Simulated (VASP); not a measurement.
# Mg in VASP: a series of runs, part 2 of 2

VASP 6.6.1. The steps go on from the part before.

## Step 3: Relaxation of the atoms, PBE

INCAR

```
SYSTEM = Mg
  ALGO = Normal
  EDIFF = 1E-6
  EDIFFG = -0.08
  ENCUT = 520
  GGA = PE
  IBRION = 2
  ISIF = 2
  ISMEAR = -1
  LASPH = .True.
  LCHARG = .False.
  LREAL = .False.
  LWAVE = .False.
  NELM = 100
  NSW = 45
  PREC = Accurate
  SIGMA = 0.15
```

KPOINTS

```
k-points
0
Gamma
  2 2 1
  0 0 0
```

POSCAR

```
Mg
1.0
    6.4200000000      0.0000000000      0.0000000000
    3.2100000000      5.5598830000      0.0000000000
    0.0000000000      0.0000000000     16.2130400000
Mg
12
Selective dynamics
Direct
    0.0000000000      0.0000000000      0.0616787000  F F F
    0.5000000000      0.0000000000      0.0616787000  F F F
    0.0000000000      0.5000000000      0.0616787000  F F F
    0.5000000000      0.5000000000      0.0616787000  F F F
   -0.1666667000      0.3333333000      0.2224456000  T T T
    0.3333333000      0.3333333000      0.2224456000  T T T
   -0.1666667000      0.8333333000      0.2224456000  T T T
    0.3333333000      0.8333333000      0.2224456000  T T T
    0.0000000000      0.0000000000      0.3832125000  T T T
    0.5000000000      0.0000000000      0.3832125000  T T T
    0.0000000000      0.5000000000      0.3832125000  T T T
    0.5000000000      0.5000000000      0.3832125000  T T T
```

Potentials or basis: VASP PAW PBE potentials, release 64 (Mg).

Started as:

```sh
$ cat potpaw_PBE.64/Mg/POTCAR > POTCAR
$ mpirun -np 1 vasp_std > vasp.out
```

OUTCAR:

```text
SYSTEM = Mg
   EDIFF = 1E-6
   EDIFFG = -0.08
   ENCUT = 520
   GGA = PE
   IBRION = 2
   ISIF = 2
   ISMEAR = -1
   LASPH = .True.
   LREAL = .False.
   NELM = 100
   NSW = 45
   PREC = Accurate

 ion  position               nearest neighbor table
   1  0.000  0.000  0.062-   5 3.20   8 3.20   7 3.20   3 3.21   3 3.21   4 3.21   4 3.21   2 3.21
                             2 3.21
   2  0.500  0.000  0.062-   6 3.20   7 3.20   8 3.20   4 3.21   3 3.21   4 3.21   3 3.21   1 3.21
                             1 3.21
   3  0.000  0.500  0.062-   7 3.20   6 3.20   5 3.20   1 3.21   1 3.21   2 3.21   2 3.21   4 3.21
                             4 3.21
   4  0.500  0.500  0.062-   8 3.20   5 3.20   6 3.20   2 3.21   1 3.21   2 3.21   1 3.21   3 3.21
                             3 3.21
   5  0.833  0.333  0.222-   1 3.20   9 3.20   4 3.20  12 3.20  11 3.20   3 3.20   7 3.21   7 3.21
                             8 3.21   8 3.21   6 3.21   6 3.21
   6  0.333  0.333  0.222-   2 3.20  10 3.20   3 3.20  11 3.20   4 3.20  12 3.20   8 3.21   7 3.21
                             8 3.21   7 3.21   5 3.21   5 3.21
   7  0.833  0.833  0.222-   3 3.20  11 3.20  10 3.20   2 3.20   1 3.20   9 3.20   5 3.21   5 3.21
                             6 3.21   6 3.21   8 3.21   8 3.21
   8  0.333  0.833  0.222-   4 3.20  12 3.20   9 3.20   1 3.20  10 3.20   2 3.20   6 3.21   5 3.21
                             6 3.21   5 3.21   7 3.21   7 3.21
   9  0.000  0.000  0.383-   5 3.20   8 3.20   7 3.20  11 3.21  11 3.21  12 3.21  12 3.21  10 3.21
[... 14 lines left out ...]
 A1 = (  -3.2100000000,  -5.5598830000,   0.0000000000)
 A2 = (   6.4200000000,   0.0000000000,   0.0000000000)
 A3 = (   0.0000000000,   0.0000000000,  16.2130400000)

Analysis of symmetry for initial positions (statically):
=====================================================================
 Subroutine PRICEL returns following result:

  LATTYP: Found a hexagonal cell.
 ALAT       =     3.2099999600
 C/A-ratio  =     5.0507913401
[... 12 lines left out ...]
 Subroutine GETGRP returns: Found 12 space group operations
 (whereof  6 operations were pure point group operations)
 out of a pool of 24 trial point group operations.

The static configuration has the point symmetry C_3v.
 The point group associated with its full space group is D_3h.

Analysis of symmetry for dynamics (positions and initial velocities):
=====================================================================
 Subroutine PRICEL returns following result:

  LATTYP: Found a hexagonal cell.
 ALAT       =     3.2099999600
 C/A-ratio  =     5.0507913401
[... 12 lines left out ...]
 Subroutine GETGRP returns: Found 12 space group operations
 (whereof  6 operations were pure point group operations)
 out of a pool of 24 trial point group operations.

The dynamic configuration has the point symmetry C_3v.
 The point group associated with its full space group is D_3h.

Analysis of constrained symmetry for selective dynamics:
=====================================================================
 Subroutine PRICEL returns following result:

  LATTYP: Found a hexagonal cell.
 ALAT       =     3.2099999600
 C/A-ratio  =     5.0507913401
[... 12 lines left out ...]
 Subroutine GETGRP returns: Found  6 space group operations
 (whereof  6 operations were pure point group operations)
 out of a pool of 24 trial point group operations.

The constrained configuration has the point symmetry C_3v.

 Subroutine INISYM returns: Found  6 space group operations
 (whereof  6 operations are pure point group operations),
 and found     4 'primitive' translations

[... 71 lines left out ...]
   ENCUT  =  520.0 eV  38.22 Ry    6.18 a.u.  11.94 11.94 30.15*2*pi/ulx,y,z
   NELM   =    100;   NELMIN=  2; NELMDL= -5     # of ELM steps
   EDIFF  = 0.1E-05   stopping-criterion for ELM
   LREAL  =      F    real-space projection
   EDIFFG = -.8E-01   stopping-criterion for IOM
   NSW    =     45    number of steps for IOM
   IBRION =      2    ionic relax: 0-MD 1-quasi-New 2-CG
   NFREE  =      1    steps in history (QN), initial steepest desc. (CG)
   ISIF   =      2    stress and relaxation
   ISYM   =      2    0-nonsym 1-usesym 2-fastsym
   POTIM  = 0.5000    time-step for ionic-motion
   TEBEG  =    0.0;   TEEND  =   0.0 temperature during run
   PSTRESS=    0.0 pullay stress
   NELECT =      24.0000    total number of electrons
   NUPDOWN=      -1.0000    fix difference up-down
   EMIN   =  10.00;   EMAX   =-10.00  energy-range for DOS
   EFERMI =   0.00;   METHOD = LEGACY
   ISMEAR =    -1;   SIGMA  =   0.15  broadening in eV -4-tet -1-fermi 0-gaus
   EFERMI_NEDOS =   21; number of points for ismear=-14 and -15
   IALGO  =     38    algorithm
   IMIX   =      4    mixing-type and parameters
     AMIX     =   0.40;   BMIX     =  1.00
     AMIX_MAG =   1.60;   BMIX_MAG =  1.00
  volume/ion in A,a.u.               =      48.23       325.45
  Fermi-wavevector in a.u.,A,eV,Ry     =   0.566661  1.070835  4.368899  0.321105
  Thomas-Fermi vector in A             =   1.605150
   LORBIT       =      0    0 simple, 1 ext, 2 COOP (PROOUT), +10 PAW based schemes
   GGA     = PE    functional components
   LHFCALC =     F    Hartree Fock is set to
   AEXX    =    0.0000 exact exchange contribution
   IVDW    =     0    specifies the selected vdW correction
   LEPSILON=     F    determine dielectric tensor
   LRPA    =     F    only Hartree local field effects (RPA)
 conjugate gradient relaxation of ions
 non-spin polarized calculation
  energy-cutoff  :      520.00
  volume of cell :      578.72
 maximum number of plane-waves:     15596
 NGX is ok and might be reduce to    48
   NGX = 23   NGY = 23   NGZ = 61

 number of electron      24.0000000 magnetization

 Free energy of the ion-electron system (eV)
  ---------------------------------------------------
  ext. energy  EPLUGINS =         0.00000000
  ---------------------------------------------------
  free energy    TOTEN  =       -16.26751246 eV

  energy without entropy =      -15.63437479  energy(sigma->0) =      -15.95094363

 E-fermi :  -0.4484     XC(G=0):  -5.0744

 val. band max:       -0.5976016697   @ k =   0.0000   0.0000   0.0000
 cond. band min:      -0.2853354351   @ k =   0.5000   0.0000   0.0000
 fundamental gap:      0.3122662346
 Fermi energy:        -0.4484495691

 k-point     1 :       0.0000    0.0000    0.0000
  band No.  band energies     occupation
      1      -6.9848      2.00000
      2      -5.6327      2.00000
      3      -3.6646      2.00000
      4      -2.3195      1.99999
      5      -2.3195      1.99999
      6      -2.3195      1.99999
[... 11 lines left out ...]
     18       0.9517      0.00018
     19       0.9517      0.00018

 k-point     2 :       0.5000    0.0000    0.0000
  band No.  band energies     occupation
      1      -5.7756      2.00000
      2      -5.7756      2.00000
      3      -4.4328      2.00000
      4      -4.4328      2.00000
      5      -3.4043      2.00000
      6      -3.4043      2.00000
[... 11 lines left out ...]
     18       1.4442      0.00001
     19       1.9481      0.00000

------------------------ aborting loop because EDIFF is reached ----------------------------------------

  FORCE on cell =-STRESS in cart. coord.  units (eV):
  Direction    XX          YY          ZZ          XY          YZ          ZX
  --------------------------------------------------------------------------------------
  -------------------------------------------------------------------------------------
  Total       -2.7959703     -2.7959702     -1.3227600      0.0000000     -0.0000000      0.0000000
  in kB       -7.7406601     -7.7406598     -3.6620689      0.0000000     -0.0000000      0.0000000
  external PRESSURE =      -6.3811296 kB  Pullay stress =       0.0000000 kB

 VOLUME and BASIS-vectors are now :
 -----------------------------------------------------------------------------
  energy-cutoff  :      520.00
  volume of cell :      578.72
      direct lattice vectors                 reciprocal lattice vectors
     6.420000000  0.000000000  0.000000000     0.155763240 -0.089929950  0.000000000
     3.210000000  5.559883000  0.000000000     0.000000000  0.179859900  0.000000000
     0.000000000  0.000000000 16.213040000     0.000000000  0.000000000  0.061678747

 POSITION                                       TOTAL-FORCE (eV/Angst)
 -----------------------------------------------------------------------------------
      0.00000      0.00000      1.00000        -0.000000     -0.000000      0.064401
      3.21000      0.00000      1.00000        -0.000000     -0.000000      0.064401
      1.60500      2.77994      1.00000        -0.000000     -0.000000      0.064401
      4.81500      2.77994      1.00000        -0.000000     -0.000000      0.064401
      6.42000      1.85329      3.60652         0.000000      0.000000     -0.000001
      3.21000      1.85329      3.60652         0.000000      0.000000     -0.000001
      8.02500      4.63324      3.60652        -0.000000      0.000000     -0.000001
      4.81500      4.63324      3.60652         0.000000      0.000000     -0.000001
      0.00000      0.00000      6.21304        -0.000000     -0.000000     -0.064400
      3.21000      0.00000      6.21304        -0.000000     -0.000000     -0.064400
      1.60500      2.77994      6.21304        -0.000000     -0.000000     -0.064400
      4.81500      2.77994      6.21304        -0.000000     -0.000000     -0.064400
 -----------------------------------------------------------------------------------
    total drift:                               -0.000010     -0.000006     -0.000008

  FREE ENERGIE OF THE ION-ELECTRON SYSTEM (eV)
  ---------------------------------------------------
  free  energy   TOTEN  =       -16.2675124635 eV

  energy  without entropy=      -15.6343747935  energy(sigma->0) =      -15.95094363

 reached required accuracy - stopping structural energy minimisation
```

Wall time 2 min (1 thread of AMD EPYC 7R13, shared host); peak memory 0.52 GiB.

What came out:

| Quantity | Value |
| --- | --- |
| Free energy | -16.2675 eV |
| Band gap on the k mesh | zero (bands 12 and 13 overlap by 0.91 eV) |

Final structure:
```xyz
12
Lattice="6.4200 0.0000 0.0000 3.2100 5.5599 0.0000 0.0000 0.0000 16.2130" Properties=species:S:1:pos:R:3 pbc="T T T"
Mg    0.0000    0.0000    1.0000
Mg    3.2100    0.0000    1.0000
Mg    1.6050    2.7799    1.0000
Mg    4.8150    2.7799    1.0000
Mg    6.4200    1.8533    3.6065
Mg    3.2100    1.8533    3.6065
Mg    8.0250    4.6332    3.6065
Mg    4.8150    4.6332    3.6065
Mg    0.0000    0.0000    6.2130
Mg    3.2100    0.0000    6.2130
Mg    1.6050    2.7799    6.2130
Mg    4.8150    2.7799    6.2130
```

Caveat: the k points lie up to 0.57 Å⁻¹ apart, too coarse for converged energies and pressures of a metal; the relaxation stopped at its first step, so nothing moved; there is no dipole correction, which matters where the two faces differ.

The gap in the log of VASP goes by the Fermi energy; the results here count the filled bands.